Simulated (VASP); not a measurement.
# BaCr2F6 (P4/mmm) in VASP: single point with PBE

Aim: the single point of BaCr2F6 with PBE.

Program: VASP 6.6.1. These are calculated values, not measurements. Logs are shortened: lines on timing, memory, paths and dates and some standing lists are left out, and cuts for length are marked.

**1. The cell of the first run**

The structure is tetragonal, space group P4/mmm (No. 123). Conventional cell: a = 4.242 Å, b = 4.242 Å, c = 8.247 Å, α = 90.00°, β = 90.00°, γ = 90.00°. Within 3.7 Å of Ba (site symmetry 4/mmm) lie 12 F at 2.79 to 3.00 Å and 8 Cr at 3.69 Å. Within 2.6 Å of Cr (site symmetry 4mm) lie 6 F at 1.97 to 2.15 Å. F (site symmetry 2mm) has 2 Cr at 2.15 Å and 2 Ba at 2.79 Å and 2 F at 2.79 Å within 2.8 Å. F (site symmetry 4/mmm) has 2 Cr at 2.15 Å and 8 F at 2.79 Å within 2.8 Å. Within 2.6 Å of F (site symmetry 4/mmm) lie 2 Cr at 1.97 Å.

**2. Single point, PBE, collinear spin, ferromagnetic start (atoms taken out)**

INCAR reads:

```
SYSTEM = BaCr2F6
PREC = Accurate ; ENCUT = 600
EDIFF = 1E-6 ; ISMEAR = 0
SIGMA = 0.1 ; LREAL = .False.
LASPH = .True. ; NELM = 200
ALGO = Normal ; ISIF = 2
LWAVE = .False. ; LCHARG = .True.
ISPIN = 2 ; MAGMOM = 0 3.4 3.4 0 0 0 0 0 0
LORBIT = 11 ; LMAXMIX = 4
GGA = PE ; LVHAR = .True.
NBANDS = 52 ; GGA_COMPAT = .False.
KPAR = 4
```

KPOINTS reads:

```
regular mesh
0
Gamma
  10 10 6
  0 0 0
```

POSCAR reads:

```
BaCr2F6
1.0
    4.2421147730      0.0000000000      0.0000000000
    0.0000000000      4.2421147730      0.0000000000
    0.0000000000      0.0000000000      8.2465768881
Ba Cr F
1 2 6
Direct
    0.5000000000      0.5000000000      0.0000000000
    0.0000000000      0.0000000000      0.7388247423
    0.0000000000      0.0000000000      0.2611752577
    0.5000000000      0.0000000000      0.7809724855
    0.5000000000      0.0000000000      0.2190275145
    0.0000000000      0.5000000000      0.7809724855
    0.0000000000      0.5000000000      0.2190275145
    0.0000000000      0.0000000000      0.0000000000
    0.0000000000      0.0000000000      0.5000000000
```

Potentials or basis: VASP PAW PBE potentials, release 64 (Ba_sv, Cr_pv, F).

Started as:

```console
$ cat potpaw_PBE.64/Ba_sv/POTCAR potpaw_PBE.64/Cr_pv/POTCAR potpaw_PBE.64/F/POTCAR > POTCAR
$ mpirun -np 4 vasp_std > vasp.out
```

OUTCAR:

```text
SYSTEM = BaCr2F6
   PREC = Accurate
   ENCUT = 600
   EDIFF = 1E-6
   ISMEAR = 0
   LREAL = .False.
   LASPH = .True.
   NELM = 200
   ISIF = 2
   ISPIN = 2
   LORBIT = 11
   GGA = PE

 ion  position               nearest neighbor table
   1  0.500  0.500  0.000-   4 2.79   5 2.79   6 2.79   7 2.79   4 2.79   5 2.79   6 2.79   7 2.79
                             8 3.00   8 3.00   8 3.00   8 3.00   2 3.69   3 3.69   3 3.69   3 3.69
   2  0.000  0.000  0.739-   9 1.97   6 2.15   4 2.15   6 2.15   4 2.15   8 2.15   1 3.69   1 3.69
                             1 3.69   1 3.69
   3  0.000  0.000  0.261-   9 1.97   7 2.15   5 2.15   7 2.15   5 2.15   8 2.15   1 3.69   1 3.69
                             1 3.69   1 3.69
   4  0.500  0.000  0.781-   2 2.15   2 2.15   1 2.79   1 2.79
   5  0.500  0.000  0.219-   3 2.15   3 2.15   1 2.79   1 2.79
   6  0.000  0.500  0.781-   2 2.15   2 2.15   1 2.79   1 2.79
   7  0.000  0.500  0.219-   3 2.15   3 2.15   1 2.79   1 2.79
   8  0.000  0.000  0.000-   2 2.15   3 2.15   1 3.00   1 3.00   1 3.00   1 3.00
   9  0.000  0.000  0.500-   2 1.97   3 1.97

  LATTYP: Found a simple tetragonal cell.
 ALAT       =     4.2421147730
 C/A-ratio  =     1.9439777869

  Lattice vectors:

 A1 = (   4.2421147730,   0.0000000000,   0.0000000000)
 A2 = (   0.0000000000,   4.2421147730,   0.0000000000)
 A3 = (   0.0000000000,   0.0000000000,   8.2465768881)

Analysis of symmetry for initial positions (statically):
=====================================================================
 Subroutine PRICEL returns:
 Original cell was already a primitive cell.

 Routine SETGRP: Setting up the symmetry group for a
 simple tetragonal supercell.

 Subroutine GETGRP returns: Found 16 space group operations
 (whereof 16 operations were pure point group operations)
 out of a pool of 16 trial point group operations.

The static configuration has the point symmetry D_4h.

Analysis of symmetry for dynamics (positions and initial velocities):
=====================================================================
 Subroutine PRICEL returns:
 Original cell was already a primitive cell.

 Routine SETGRP: Setting up the symmetry group for a
 simple tetragonal supercell.

 Subroutine GETGRP returns: Found 16 space group operations
 (whereof 16 operations were pure point group operations)
 out of a pool of 16 trial point group operations.

The dynamic configuration has the point symmetry D_4h.

Analysis of structural, dynamic, and magnetic symmetry:
=====================================================================
 Subroutine PRICEL returns:
 Original cell was already a primitive cell.

 Routine SETGRP: Setting up the symmetry group for a
 simple tetragonal supercell.

 Subroutine GETGRP returns: Found 16 space group operations
 (whereof 16 operations were pure point group operations)
 out of a pool of 16 trial point group operations.

The overall configuration has the point symmetry D_4h.

 Subroutine INISYM returns: Found 16 space group operations
 (whereof 16 operations are pure point group operations),
 and found     1 'primitive' translations

----------------------------------------------------------------------------------------

                                     Primitive cell

  volume of cell :     148.4016

  direct lattice vectors                    reciprocal lattice vectors
     4.242114773  0.000000000  0.000000000     0.235731481  0.000000000  0.000000000
     0.000000000  4.242114773  0.000000000     0.000000000  0.235731481  0.000000000
     0.000000000  0.000000000  8.246576888     0.000000000  0.000000000  0.121262436

  length of vectors
     4.242114773  4.242114773  8.246576888     0.235731481  0.235731481  0.121262436

  position of ions in fractional coordinates (direct lattice)
     0.500000000  0.500000000  0.000000000
     0.000000000  0.000000000  0.738824742
     0.000000000  0.000000000  0.261175258
     0.500000000  0.000000000  0.780972486
     0.500000000  0.000000000  0.219027514
     0.000000000  0.500000000  0.780972486
     0.000000000  0.500000000  0.219027514
     0.000000000  0.000000000  0.000000000
     0.000000000  0.000000000  0.500000000

  ion indices of the primitive-cell ions
[... 72 lines left out ...]
 SYSTEM =  BaCr2F6
   PREC   = accura    normal or accurate (medium, high low for compatibility)
   ISTART =      0    job   : 0-new  1-cont  2-samecut
   ICHARG =      2    charge: 1-file 2-atom 10-const
   ISPIN  =      2    spin polarized calculation?
   LNONCOLLINEAR =      F non collinear calculations
   LSORBIT =      F    spin-orbit coupling
   LASPH  =      T    aspherical Exc in radial PAW
   ENCUT  =  600.0 eV  44.10 Ry    6.64 a.u.   8.47  8.47 16.47*2*pi/ulx,y,z
   NELM   =    200;   NELMIN=  2; NELMDL= -5     # of ELM steps
   EDIFF  = 0.1E-05   stopping-criterion for ELM
   LREAL  =      F    real-space projection
   EDIFFG = 0.1E-04   stopping-criterion for IOM
   NSW    =      0    number of steps for IOM
   IBRION =     -1    ionic relax: 0-MD 1-quasi-New 2-CG
   NFREE  =      0    steps in history (QN), initial steepest desc. (CG)
   ISIF   =      2    stress and relaxation
   ISYM   =      2    0-nonsym 1-usesym 2-fastsym
   POTIM  = 0.5000    time-step for ionic-motion
   TEBEG  =    0.0;   TEEND  =   0.0 temperature during run
   PSTRESS=    0.0 pullay stress
   NELECT =      76.0000    total number of electrons
   NUPDOWN=      -1.0000    fix difference up-down
   EMIN   =  10.00;   EMAX   =-10.00  energy-range for DOS
   EFERMI =   0.00;   METHOD = LEGACY
   ISMEAR =     0;   SIGMA  =   0.10  broadening in eV -4-tet -1-fermi 0-gaus
   EFERMI_NEDOS =   21; number of points for ismear=-14 and -15
   IALGO  =     38    algorithm
   IMIX   =      4    mixing-type and parameters
     AMIX     =   0.40;   BMIX     =  1.00
     AMIX_MAG =   1.60;   BMIX_MAG =  1.00
  volume/ion in A,a.u.               =      16.49       111.27
  Fermi-wavevector in a.u.,A,eV,Ry     =   1.309785  2.475134 23.341277  1.715535
  Thomas-Fermi vector in A             =   2.440360
   LORBIT       =     11    0 simple, 1 ext, 2 COOP (PROOUT), +10 PAW based schemes
   GGA     = PE    functional components
   LHFCALC =     F    Hartree Fock is set to
   AEXX    =    0.0000 exact exchange contribution
   IVDW    =     0    specifies the selected vdW correction
   LEPSILON=     F    determine dielectric tensor
   LRPA    =     F    only Hartree local field effects (RPA)
 spin polarized calculation
 Gauss-broadening in eV      SIGMA  =   0.10
  energy-cutoff  :      600.00
  volume of cell :      148.40
 maximum number of plane-waves:      4997
 NGX is ok and might be reduce to    36
   NGX = 17   NGY = 17   NGZ = 33

 number of electron      76.0000050 magnetization       8.0004067

 Free energy of the ion-electron system (eV)
  ---------------------------------------------------
  ext. energy  EPLUGINS =         0.00000000
  ---------------------------------------------------
  free energy    TOTEN  =       -56.39929409 eV

  energy without entropy =      -56.38561525  energy(sigma->0) =      -56.39245467

 E-fermi :   3.3918     XC(G=0):  -8.8334

 val. band max:        3.3866022842   @ k =   0.5000   0.1000   0.1667
 cond. band min:       3.3962336581   @ k =   0.3000   0.2000   0.0000
 fundamental gap:      0.0096313740
 Fermi energy:         3.3918037522

 spin component 1

 k-point     1 :       0.0000    0.0000    0.0000
  band No.  band energies     occupation
      1     -41.3184      1.00000
      2     -41.3068      1.00000
      3     -41.2437      1.00000
      4     -41.2437      1.00000
      5     -41.2434      1.00000
      6     -41.2434      1.00000
[... 1261 lines left out ...]
     49       7.6237      0.00000
     50       8.4176      0.00000

 [... further k-points ...]

 spin component 2

 k-point     1 :       0.0000    0.0000    0.0000
  band No.  band energies     occupation
      1     -37.5974      1.00000
      2     -37.5777      1.00000
      3     -37.3726      1.00000
      4     -37.3726      1.00000
      5     -37.3722      1.00000
      6     -37.3722      1.00000
[... 1261 lines left out ...]
     49       7.9674      0.00000
     50       8.5902      0.00000

 [... further k-points ...]

 [bands above 50 left out]

------------------------ aborting loop because EDIFF is reached ----------------------------------------

  FORCE on cell =-STRESS in cart. coord.  units (eV):
  Direction    XX          YY          ZZ          XY          YZ          ZX
  --------------------------------------------------------------------------------------
  -------------------------------------------------------------------------------------
  Total        0.1899209      0.1899209      0.4300283      0.0000000      0.0000000      0.0000000
  in kB        2.0504298      2.0504298      4.6426832      0.0000000      0.0000000      0.0000000
  external PRESSURE =       2.9145143 kB  Pullay stress =       0.0000000 kB

 VOLUME and BASIS-vectors are now :
 -----------------------------------------------------------------------------
  energy-cutoff  :      600.00
  volume of cell :      148.40
      direct lattice vectors                 reciprocal lattice vectors
     4.242114773  0.000000000  0.000000000     0.235731481  0.000000000  0.000000000
     0.000000000  4.242114773  0.000000000     0.000000000  0.235731481  0.000000000
     0.000000000  0.000000000  8.246576888     0.000000000  0.000000000  0.121262436

 POSITION                                       TOTAL-FORCE (eV/Angst)
 -----------------------------------------------------------------------------------
      2.12106      2.12106      0.00000         0.000000      0.000000      0.000000
      0.00000      0.00000      6.09278         0.000000      0.000000      0.004662
      0.00000      0.00000      2.15380        -0.000000      0.000000     -0.004662
      2.12106      0.00000      6.44035         0.000000     -0.000000     -0.039255
      2.12106      0.00000      1.80623         0.000000     -0.000000      0.039255
      0.00000      2.12106      6.44035        -0.000000      0.000000     -0.039255
      0.00000      2.12106      1.80623         0.000000      0.000000      0.039255
      0.00000      0.00000      0.00000         0.000000      0.000000      0.000000
      0.00000      0.00000      4.12329         0.000000      0.000000      0.000000
 -----------------------------------------------------------------------------------
    total drift:                                0.000000      0.000000     -0.000000

  FREE ENERGIE OF THE ION-ELECTRON SYSTEM (eV)
  ---------------------------------------------------
  free  energy   TOTEN  =       -56.3992940864 eV

  energy  without entropy=      -56.3856152543  energy(sigma->0) =      -56.39245467

 total charge

# of ion       s       p       d       tot
------------------------------------------
    1        1.994   5.646   0.204   7.843
    2        0.157   6.148   4.122  10.427
    3        0.157   6.148   4.122  10.427
    4        1.731   4.356   0.000   6.088
    5        1.731   4.356   0.000   6.088
    6        1.731   4.356   0.000   6.088
    7        1.731   4.356   0.000   6.088
    8        1.732   4.363   0.000   6.095
    9        1.729   4.369   0.000   6.097
--------------------------------------------------
tot         12.694  44.098   8.448  65.240

 magnetization (x)

# of ion       s       p       d       tot
------------------------------------------
    1        0.000   0.001   0.007   0.008
    2        0.024   0.020   3.669   3.714
    3        0.024   0.020   3.669   3.714
    4        0.005   0.009   0.000   0.014
    5        0.005   0.009   0.000   0.014
    6        0.005   0.009   0.000   0.014
    7        0.005   0.009   0.000   0.014
    8        0.005   0.001   0.000   0.005
    9        0.003   0.027   0.000   0.030
--------------------------------------------------
tot          0.078   0.104   7.344   7.526
```

Run time: 5.5 min. Hardware: 4 MPI ranks of Intel Xeon Platinum 8488C (Sapphire Rapids), shared host; peak memory 1.2 GiB.

What came out:

```
Free energy                                           : -56.3993 eV
Pressure                                              : 0.3 GPa
Largest force                                         : 0.039 eV/Å
Band gap on the k mesh                                : zero (filled and empty bands overlap)
Net moment                                            : 8.00 μB per cell
Site moments                                          : Ba +0.01; Cr +3.71; F +0.01, +0.03 (each value once) μB
Valence electrons inside the program's atomic spheres : Ba 7.84; Cr 10.43; F 6.09, 6.10 (each value once)
```

Forces in eV/Å, atoms in the order of the input:
```
Ba   0.000  0.000  0.000
Cr   0.000  0.000  0.005
Cr   0.000  0.000 -0.005
F    0.000  0.000 -0.039
F    0.000  0.000  0.039
F    0.000  0.000 -0.039
F    0.000  0.000  0.039
F    0.000  0.000  0.000
F    0.000  0.000  0.000
```

Levels at points of the mesh, in eV from the Fermi level:
Spin up:
| k point | band 40 | band 41 | band 42 | band 43 | band 44 | band 45 |
| --- | --- | --- | --- | --- | --- | --- |
| (0.00, 0.00, 0.00) | -1.01 | -0.77 | -0.72 | -0.61 | 0.27 | 1.23 |
| (0.50, 0.00, 0.00) | -1.00 | -0.64 | -0.43 | -0.11 | 1.00 | 3.42 |
| (0.50, 0.50, 0.00) | -1.01 | -0.53 | 0.68 | 0.69 | 1.07 | 2.84 |
| (0.00, 0.00, 0.50) | -1.16 | -0.76 | -0.73 | -0.23 | -0.01 | 2.22 |
| (0.50, 0.00, 0.50) | -1.13 | -0.53 | -0.40 | 0.44 | 0.47 | 3.48 |
| (0.50, 0.50, 0.50) | -1.07 | 0.24 | 0.36 | 0.68 | 0.69 | 2.90 |
Spin down:
| k point | band 31 | band 32 | band 33 | band 34 | band 35 | band 36 | band 37 | band 38 |
| --- | --- | --- | --- | --- | --- | --- | --- | --- |
| (0.00, 0.00, 0.00) | -5.88 | -5.88 | -5.65 | -5.65 | 1.62 | 1.66 | 1.87 | 1.95 |
| (0.50, 0.00, 0.00) | -6.07 | -6.00 | -5.64 | -5.49 | 2.01 | 2.12 | 2.23 | 2.25 |
| (0.50, 0.50, 0.00) | -5.81 | -5.75 | -5.43 | -5.43 | 1.96 | 2.08 | 2.08 | 2.47 |
| (0.00, 0.00, 0.50) | -5.87 | -5.87 | -5.68 | -5.68 | 1.67 | 1.85 | 2.17 | 2.17 |
| (0.50, 0.00, 0.50) | -6.05 | -5.85 | -5.66 | -5.51 | 2.14 | 2.22 | 2.23 | 2.26 |
| (0.50, 0.50, 0.50) | -5.81 | -5.75 | -5.56 | -5.56 | 2.26 | 2.28 | 2.28 | 2.35 |

Caveat: the cell differs from its parent crystal (atoms taken out); spin-orbit coupling is left out, which moves the levels of the heavy elements; semilocal functionals often make such compounds metallic where correlation or magnetic order opens a gap, which also shifts bond lengths; the run started ferromagnetic, and an antiferromagnetic order may lie lower in energy.
